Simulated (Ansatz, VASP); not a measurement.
**One calculation of Si3As, two programs**

```
CELL_PARAMETERS angstrom
3.65735 2.11157 2.91671
-3.65735 2.11157 2.91671
0.00000 -4.22315 2.91671
ATOMIC_POSITIONS crystal
Si 0.75284 0.28901 0.75284
Si 0.75284 0.75284 0.28901
Si 0.28901 0.75284 0.75284
Si 0.24716 0.71099 0.24716
Si 0.71099 0.24716 0.24716
Si 0.24716 0.24716 0.71099
As 0.21826 0.21826 0.21826
As 0.78174 0.78174 0.78174
```

Alike in both runs: task relaxation of cell and atoms; functional PBE; k mesh 6 × 6 × 6; occupations gaussian, width 0.1 eV; no spin polarisation.

```csv
,VASP,Ansatz
version,VASP 6.6.1,Ansatz 0.2.0
potentials or method,"VASP PAW PBE potentials, release 64 (Si, As), cutoff 600 eV","scalar-relativistic, plane waves, PAW"
valence electrons in the cell,34,54
```

VASP gave:

* gap on the k mesh at the Fermi level, each at its own relaxed structure (eV): none
* relaxed volume (Å³/atom): 17.10
* relaxed length of the cell vector where the two differ most in proportion (Å): 5.152

Question: Which values does Ansatz return?

Answer: gap on the k mesh at the Fermi level, each at its own relaxed structure (eV): none; relaxed volume (Å³/atom): 17.07; relaxed length of the cell vector where the two differ most in proportion (Å): 5.150.

A gap of «none» marks a metal or a gap that the smearing closes. VASP's potentials hold 34 valence electrons a cell and Ansatz's 54, so a difference there can come from the potentials and not from the codes.
